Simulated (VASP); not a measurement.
Set up this calculation in VASP 6.6.1, as the native input.

```
Task                   : single point
Functional             : r2SCAN
Potentials or basis    : VASP PAW PBE potentials, release 64 (Ba_sv, Hf_pv, O)
Cutoff                 : 520 eV
k mesh                 : 6 × 6 × 6
Occupations            : gaussian, width 0.02 eV
Spin                   : no spin polarisation
Dipole correction      : no
Further INCAR settings : ALGO = Normal; EDIFF = 1e-06; NBANDS = 27
```

BaHfO3:

```
CELL_PARAMETERS angstrom
4.42773 0.00000 0.00000
0.00000 4.42773 0.00000
0.00000 0.00000 4.02673
ATOMIC_POSITIONS crystal
Ba 0.50000 0.50000 0.50000
Hf 0.00000 0.00000 0.00000
O 0.00000 0.50000 0.00000
O 0.50000 0.00000 0.00000
O 0.00000 0.00000 0.50000
```

This cell differs from its parent crystal: biaxial strain in the a-b plane: +6.0 %.

The input as run:

POSCAR

```
BaHfO3
1.0
    4.4277336560      0.0000000000      0.0000000000
    0.0000000000      4.4277336560      0.0000000000
    0.0000000000      0.0000000000      4.0267313626
Ba Hf O
1 1 3
Direct
    0.5000000000      0.5000000000      0.5000000000
    0.0000000000      0.0000000000      0.0000000000
    0.0000000000      0.5000000000      0.0000000000
    0.5000000000      0.0000000000      0.0000000000
    0.0000000000      0.0000000000      0.5000000000
```

INCAR.step1

```
SYSTEM = BaHfO3
PREC     = Accurate       ! precision mode
ENCUT    = 520            ! plane-wave cutoff, eV
ISMEAR   = 0              ! smearing method
SIGMA    = 0.02           ! smearing width, eV
LREAL    = .FALSE.        ! projectors in reciprocal space
LASPH    = .TRUE.         ! aspherical terms in the spheres
NELM     = 100            ! most SCF steps
NBANDS   = 27             ! bands
GGA      = PE             ! functional
ALGO     = Normal         ! electronic algorithm
EDIFF    = 1E-4           ! SCF threshold, eV
LWAVE    = .TRUE.         ! write WAVECAR
LCHARG   = .FALSE.        ! write CHGCAR
```

INCAR.step2

```
SYSTEM = BaHfO3
PREC     = Accurate       ! precision mode
ENCUT    = 520            ! plane-wave cutoff, eV
EDIFF    = 1E-6           ! SCF threshold, eV
ISMEAR   = 0              ! smearing method
SIGMA    = 0.02           ! smearing width, eV
LREAL    = .FALSE.        ! projectors in reciprocal space
LASPH    = .TRUE.         ! aspherical terms in the spheres
NELM     = 100            ! most SCF steps
ALGO     = Normal         ! electronic algorithm
ISIF     = 2              ! what is computed and relaxed
LWAVE    = .FALSE.        ! write WAVECAR
LCHARG   = .FALSE.        ! write CHGCAR
METAGGA  = R2SCAN         ! meta-GGA
LMIXTAU  = .TRUE.       
NBANDS   = 27             ! bands
ISTART   = 1
```

KPOINTS

```
Automatic mesh
0
G
  6 6 6
  0 0 0
```

Potentials or basis: VASP PAW PBE potentials, release 64 (Ba_sv, Hf_pv, O).

Command:

```console
$ cat potpaw_PBE.64/Ba_sv/POTCAR potpaw_PBE.64/Hf_pv/POTCAR potpaw_PBE.64/O/POTCAR > POTCAR
$ cp INCAR.step1 INCAR
$ mpirun -np 1 vasp_std > vasp.out
$ cp INCAR.step2 INCAR
$ mpirun -np 1 vasp_std > vasp.out
```

It gave:

| Property | Result |
| --- | --- |
| Pressure | -10.1 GPa |
| Band gap on the k mesh | 3.58 eV, indirect (least direct gap 3.82 eV) |

Caveat: the cell differs from its parent crystal (biaxial strain in the a-b plane: +6.0 %); the PAW data sets were made with another functional, which shifts forces and pressure a little; spin-orbit coupling is left out, which moves the levels of the heavy elements.

Run time: 2.3 min on 1 thread of Intel(R) Xeon(R) 6975P-C (Granite Rapids), on a shared host, peak memory 0.25 GiB.
